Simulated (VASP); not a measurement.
# W: single point with PBE

The system is W.

```xyz
1
Lattice="-1.4695 1.4695 1.6612 1.4695 -1.4695 1.6612 1.4695 1.4695 -1.6612" Properties=species:S:1:pos:R:3 pbc="T T T"
W     0.0000    0.0000    0.0000
```

This cell differs from its parent crystal: strain -0.080 along x and y, +0.040 along z.

```json
{
 "Program": "VASP 6.6.1",
 "Task": "single point",
 "Functional": "PBE",
 "Potentials or basis": "VASP PAW PBE potentials, release 64 (W_sv)",
 "Cutoff": "520 eV",
 "k mesh": "20 × 20 × 20",
 "Occupations": "gaussian, width 0.15 eV",
 "Spin": "no spin polarisation"
}
```

```
Pressure               : 49.0 GPa
Band gap on the k mesh : zero (bands 7 and 8 overlap by 6.78 eV)
```

Stress tensor (GPa, compression positive):
```
61.89  0.00  0.00
 0.00 61.89  0.00
 0.00  0.00 23.14
```

Levels at points of the mesh, in eV from the Fermi level:
```
           k point  band 4  band 5  band 6  band 7  band 8  band 9  band 10  band 11
(0.00, 0.00, 0.00)  -37.45  -10.18   -1.80   -1.80   -0.12    1.15     3.40    13.34
(0.50, 0.00, 0.00)  -37.47   -6.94   -3.37    0.80    0.93    4.01     6.72    11.88
(0.50, 0.50, 0.00)  -37.61   -7.01   -5.14    1.86    4.03    4.47     7.29    11.69
(0.50, 0.50, 0.50)  -38.50   -6.89   -6.47    5.58    6.16    6.16     6.95    10.25
```

Run time: 42 s on 1 thread of Intel(R) Xeon(R) 6975P-C (Granite Rapids), on a shared host, peak memory 0.22 GiB.

Caveat: the cell differs from its parent crystal (strain -0.080 along x and y, +0.040 along z); the stress differs along the axes, from 23 to 62 GPa; spin-orbit coupling is left out, which moves the levels of the heavy elements.
